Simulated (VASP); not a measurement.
# Cr (Im-3m) in VASP: notebook

Runs on Cr. Level: LDA. Tasks: electric field gradients, density of states.

All numbers are computed with VASP 6.6.1; they aren't measurements. Logs are shortened: lines on timing, memory, paths and dates and some standing lists are left out, and cuts for length are marked.

### Step 1. The cell of the first run

Symmetry: Im-3m, No. 229, cubic system. Conventional cell: a = 2.884 Å, b = 2.884 Å, c = 2.884 Å, α = 90.00°, β = 90.00°, γ = 90.00°. Cr (site symmetry m-3m) has 14 Cr at 2.50 to 2.88 Å within 3.3 Å.

### Step 2. Electric field gradients, LDA, collinear spin, ferromagnetic start

INCAR

```
SYSTEM = Cr
PREC = Accurate ; ENCUT = 400
EDIFF = 1E-8 ; ISMEAR = -1
SIGMA = 0.08 ; LREAL = .FALSE.
LASPH = .TRUE. ; NELM = 200
ALGO = Normal ; ISIF = 2
LWAVE = .FALSE. ; LCHARG = .FALSE.
ISPIN = 2 ; MAGMOM = 3
LORBIT = 11 ; LMAXMIX = 4
LEFG = .TRUE. ; NBANDS = 16
GGA_COMPAT = .FALSE.
```

KPOINTS

```
Automatic mesh
0
G
  18 18 18
  0 0 0
```

POSCAR

```
Cr
1.0
   -1.4419500000      1.4419500000      1.4419500000
    1.4419500000     -1.4419500000      1.4419500000
    1.4419500000      1.4419500000     -1.4419500000
Cr
1
Direct
    0.0000000000      0.0000000000      0.0000000000
```

Potentials or basis: VASP PAW LDA potentials, release 64 (Cr_pv).

Launch:

```bash
$ cat potpaw_LDA.64/Cr_pv/POTCAR > POTCAR
$ mpirun -np 1 vasp_std > vasp.out
```

OUTCAR:

```text
SYSTEM = Cr
   PREC = Accurate
   ENCUT = 400
   EDIFF = 1E-8
   ISMEAR = -1
   LREAL = .FALSE.
   LASPH = .TRUE.
   NELM = 200
   ISIF = 2
   ISPIN = 2
   LORBIT = 11

 ion  position               nearest neighbor table
   1  0.000  0.000  0.000-

  LATTYP: Found a body centered cubic cell.
 ALAT       =     2.8839000000

  Lattice vectors:

 A1 = (  -1.4419500000,   1.4419500000,   1.4419500000)
 A2 = (   1.4419500000,  -1.4419500000,   1.4419500000)
 A3 = (   1.4419500000,   1.4419500000,  -1.4419500000)

Analysis of symmetry for initial positions (statically):
=====================================================================
 Subroutine PRICEL returns:
 Original cell was already a primitive cell.

 Routine SETGRP: Setting up the symmetry group for a
 body centered cubic supercell.

 Subroutine GETGRP returns: Found 48 space group operations
 (whereof 48 operations were pure point group operations)
 out of a pool of 48 trial point group operations.

The static configuration has the point symmetry O_h .

Analysis of symmetry for dynamics (positions and initial velocities):
=====================================================================
 Subroutine PRICEL returns:
 Original cell was already a primitive cell.

 Routine SETGRP: Setting up the symmetry group for a
 body centered cubic supercell.

 Subroutine GETGRP returns: Found 48 space group operations
 (whereof 48 operations were pure point group operations)
 out of a pool of 48 trial point group operations.

The dynamic configuration has the point symmetry O_h .

Analysis of structural, dynamic, and magnetic symmetry:
=====================================================================
 Subroutine PRICEL returns:
 Original cell was already a primitive cell.

 Routine SETGRP: Setting up the symmetry group for a
 body centered cubic supercell.

 Subroutine GETGRP returns: Found 48 space group operations
 (whereof 48 operations were pure point group operations)
 out of a pool of 48 trial point group operations.

The overall configuration has the point symmetry O_h .

 Subroutine INISYM returns: Found 48 space group operations
 (whereof 48 operations are pure point group operations),
 and found     1 'primitive' translations

----------------------------------------------------------------------------------------

                                     Primitive cell

  volume of cell :      11.9925

  direct lattice vectors                    reciprocal lattice vectors
    -1.441950000  1.441950000  1.441950000     0.000000000  0.346752661  0.346752661
     1.441950000 -1.441950000  1.441950000     0.346752661  0.000000000  0.346752661
     1.441950000  1.441950000 -1.441950000     0.346752661  0.346752661  0.000000000

  length of vectors
     2.497530662  2.497530662  2.497530662     0.490382316  0.490382316  0.490382316

  position of ions in fractional coordinates (direct lattice)
     0.000000000  0.000000000  0.000000000

  ion indices of the primitive-cell ions
   primitive index   ion index
                 1           1

----------------------------------------------------------------------------------------

 KPOINTS: Automatic mesh

Automatic generation of k-mesh.
 Grid dimensions read from file:
 generate k-points for:   18   18   18

 Generating k-lattice:

  Cartesian coordinates                     Fractional coordinates (reciprocal lattice)
     0.000000000  0.019264037  0.019264037     0.055555556  0.000000000  0.000000000
     0.019264037  0.000000000  0.019264037     0.000000000  0.055555556  0.000000000
     0.019264037  0.019264037  0.000000000     0.000000000  0.000000000  0.055555556

  Length of vectors
[... 39 lines left out ...]
   total plane-waves  NPLWV =   4096
   dimension x,y,z NGX =    16 NGY =   16 NGZ =   16
   dimension x,y,z NGXF=    32 NGYF=   32 NGZF=   32
   ions per type =               1
   NGX,Y,Z   is equivalent  to a cutoff of  10.65, 10.65, 10.65 a.u.
   NGXF,Y,Z  is equivalent  to a cutoff of  21.30, 21.30, 21.30 a.u.
 SYSTEM =  Cr
   PREC   = accura    normal or accurate (medium, high low for compatibility)
   ISTART =      0    job   : 0-new  1-cont  2-samecut
   ICHARG =      2    charge: 1-file 2-atom 10-const
   ISPIN  =      2    spin polarized calculation?
   LNONCOLLINEAR =      F non collinear calculations
   LSORBIT =      F    spin-orbit coupling
   LASPH  =      T    aspherical Exc in radial PAW
   ENCUT  =  400.0 eV  29.40 Ry    5.42 a.u.   4.07  4.07  4.07*2*pi/ulx,y,z
   NELM   =    200;   NELMIN=  2; NELMDL= -5     # of ELM steps
   EDIFF  = 0.1E-07   stopping-criterion for ELM
   LREAL  =      F    real-space projection
   EDIFFG = 0.1E-06   stopping-criterion for IOM
   NSW    =      0    number of steps for IOM
   IBRION =     -1    ionic relax: 0-MD 1-quasi-New 2-CG
   NFREE  =      0    steps in history (QN), initial steepest desc. (CG)
   ISIF   =      2    stress and relaxation
   ISYM   =      2    0-nonsym 1-usesym 2-fastsym
   POTIM  = 0.5000    time-step for ionic-motion
   TEBEG  =    0.0;   TEEND  =   0.0 temperature during run
   PSTRESS=    0.0 pullay stress
   NELECT =      12.0000    total number of electrons
   NUPDOWN=      -1.0000    fix difference up-down
   EMIN   =  10.00;   EMAX   =-10.00  energy-range for DOS
   EFERMI =   0.00;   METHOD = LEGACY
   ISMEAR =    -1;   SIGMA  =   0.08  broadening in eV -4-tet -1-fermi 0-gaus
   EFERMI_NEDOS =   21; number of points for ismear=-14 and -15
   IALGO  =     38    algorithm
   IMIX   =      4    mixing-type and parameters
     AMIX     =   0.40;   BMIX     =  1.00
     AMIX_MAG =   1.60;   BMIX_MAG =  1.00
  volume/ion in A,a.u.               =      11.99        80.93
  Fermi-wavevector in a.u.,A,eV,Ry     =   1.637439  3.094310 36.480015  2.681205
  Thomas-Fermi vector in A             =   2.728578
   LORBIT       =     11    0 simple, 1 ext, 2 COOP (PROOUT), +10 PAW based schemes
   GGA     = CA    functional components
   LHFCALC =     F    Hartree Fock is set to
   AEXX    =    0.0000 exact exchange contribution
   IVDW    =     0    specifies the selected vdW correction
   LEPSILON=     F    determine dielectric tensor
   LRPA    =     F    only Hartree local field effects (RPA)
 spin polarized calculation
  energy-cutoff  :      400.00
  volume of cell :       11.99
 maximum number of plane-waves:       236
   NGX =  9   NGY =  9   NGZ =  9

 number of electron      11.9999976 magnetization       0.0005351

 number of electron      11.9999976 magnetization      -0.0000008

 Free energy of the ion-electron system (eV)
  ---------------------------------------------------
  ext. energy  EPLUGINS =         0.00000000
  ---------------------------------------------------
  free energy    TOTEN  =       -10.54033815 eV

  energy without entropy =      -10.52241179  energy(sigma->0) =      -10.53137497

 E-fermi :  10.2650     XC(G=0): -13.7840

 val. band max:       10.2615172948   @ k =   0.3889   0.0556   0.0000
 cond. band min:      10.2749342957   @ k =  -0.3333   0.3333   0.2222
 fundamental gap:      0.0134170009
 Fermi energy:        10.2649928404

 spin component 1

 k-point     1 :       0.0000    0.0000    0.0000
  band No.  band energies     occupation
      1     -32.1231      1.00000
      2     -32.1231      1.00000
      3     -32.1231      1.00000
      4       2.6031      1.00000
      5       9.3875      0.99998
      6       9.3875      0.99998
[... 435 lines left out ...]
      5       8.0043      1.00000
      6       9.9454      0.98192
[... 8 lines left out ...]
     15      39.9591      0.00000
     16      40.7503      0.00000

 [... further k-points ...]

 spin component 2

 k-point     1 :       0.0000    0.0000    0.0000
  band No.  band energies     occupation
      1     -32.1231      1.00000
      2     -32.1231      1.00000
      3     -32.1231      1.00000
      4       2.6031      1.00000
      5       9.3875      0.99998
      6       9.3875      0.99998
[... 435 lines left out ...]
      5       8.0043      1.00000
      6       9.9454      0.98192
[... 8 lines left out ...]
     15      39.9591      0.00000
     16      40.7503      0.00000

 [... further k-points ...]
[... 5 lines left out ...]
  --------------------------------------------------------------------------------------
  -------------------------------------------------------------------------------------
  Total       -1.9312507     -1.9312507     -1.9312507      0.0000000      0.0000000      0.0000000
  in kB     -258.0112555   -258.0112555   -258.0112555      0.0000000      0.0000000      0.0000000
  external PRESSURE =    -258.0112555 kB  Pullay stress =       0.0000000 kB

 VOLUME and BASIS-vectors are now :
 -----------------------------------------------------------------------------
  energy-cutoff  :      400.00
  volume of cell :       11.99
      direct lattice vectors                 reciprocal lattice vectors
    -1.441950000  1.441950000  1.441950000     0.000000000  0.346752661  0.346752661
     1.441950000 -1.441950000  1.441950000     0.346752661  0.000000000  0.346752661
     1.441950000  1.441950000 -1.441950000     0.346752661  0.346752661  0.000000000

 POSITION                                       TOTAL-FORCE (eV/Angst)
 -----------------------------------------------------------------------------------
      0.00000      0.00000      0.00000        -0.000000     -0.000000      0.000000
 -----------------------------------------------------------------------------------
    total drift:                                0.000000     -0.000000     -0.000000

  FREE ENERGIE OF THE ION-ELECTRON SYSTEM (eV)
  ---------------------------------------------------
  free  energy   TOTEN  =       -10.5403381467 eV

  energy  without entropy=      -10.5224117868  energy(sigma->0) =      -10.53137497

 Electric field gradients (V/A^2)
---------------------------------------------------------------------
 ion       V_xx      V_yy      V_zz      V_xy      V_xz      V_yz
---------------------------------------------------------------------
   1       0.000    -0.000     0.000     0.001     0.001     0.001
---------------------------------------------------------------------

 Electric field gradients after diagonalization (V/A^2)
 (convention: |V_zz| > |V_xx| > |V_yy|)
----------------------------------------------------------------------
 ion       V_xx      V_yy      V_zz     asymmetry (V_yy - V_xx)/ V_zz
----------------------------------------------------------------------
   1      -0.001    -0.001     0.002       0.000
----------------------------------------------------------------------

           NMR quadrupolar parameters

 Cq : quadrupolar parameter    Cq=e*Q*V_zz/h
 eta: asymmetry parameters     (V_yy - V_xx)/ V_zz
 Q  : nuclear electric quadrupole moment in mb (millibarn)
----------------------------------------------------------------------
 ion       Cq(MHz)       eta       Q (mb)
----------------------------------------------------------------------
   1       0.000       0.000       1.000
----------------------------------------------------------------------

 total charge

# of ion       s       p       d       tot
------------------------------------------
    1        0.415   6.377   4.192  10.984

 magnetization (x)

# of ion       s       p       d       tot
------------------------------------------
    1        0.000  -0.000   0.000  -0.000
```

Run time: 30 s. Hardware: 1 thread of Intel Xeon 6455B, shared host; peak memory 0.14 GiB.

Results:

```yaml
Free_energy: -10.5403 eV
Pressure: -25.8 GPa
Band_gap_on_the_k_mesh: zero (filled and empty bands overlap)
Net_moment: 0.00 μB per cell
Valence_electrons_inside_the_program's_atomic_spheres: Cr 10.98
```

Levels at points of the mesh, in eV from the Fermi level:
Spin up:
| k point | band 2 | band 3 | band 4 | band 5 | band 6 | band 7 | band 8 | band 9 | band 10 | band 11 |
| --- | --- | --- | --- | --- | --- | --- | --- | --- | --- | --- |
| (0.00, 0.00, 0.00) | -42.39 | -42.39 | -7.66 | -0.88 | -0.88 | -0.88 | 1.02 | 1.02 | 5.33 | 22.05 |
| (0.50, 0.00, 0.00) | -42.65 | -42.39 | -4.26 | -2.34 | 1.04 | 1.11 | 1.34 | 2.71 | 5.33 | 9.49 |
| (0.50, 0.50, 0.50) | -42.97 | -42.97 | -4.13 | -4.13 | 2.34 | 2.34 | 2.34 | 5.33 | 10.27 | 10.27 |
Spin down:
```tsv
k point	band 2	band 3	band 4	band 5	band 6	band 7	band 8	band 9	band 10	band 11
(0.00, 0.00, 0.00)	-42.39	-42.39	-7.66	-0.88	-0.88	-0.88	1.02	1.02	5.33	22.05
(0.50, 0.00, 0.00)	-42.65	-42.39	-4.26	-2.34	1.04	1.11	1.34	2.71	5.33	9.49
(0.50, 0.50, 0.50)	-42.97	-42.97	-4.13	-4.13	2.34	2.34	2.34	5.33	10.27	10.27
```

Caveat: the starting moments collapsed, and a magnetic state may lie lower; without QUAD_EFG the Cq values of the log hold for a quadrupole moment of 1 mb, not for the nuclei.

[end of part 1 of 3]
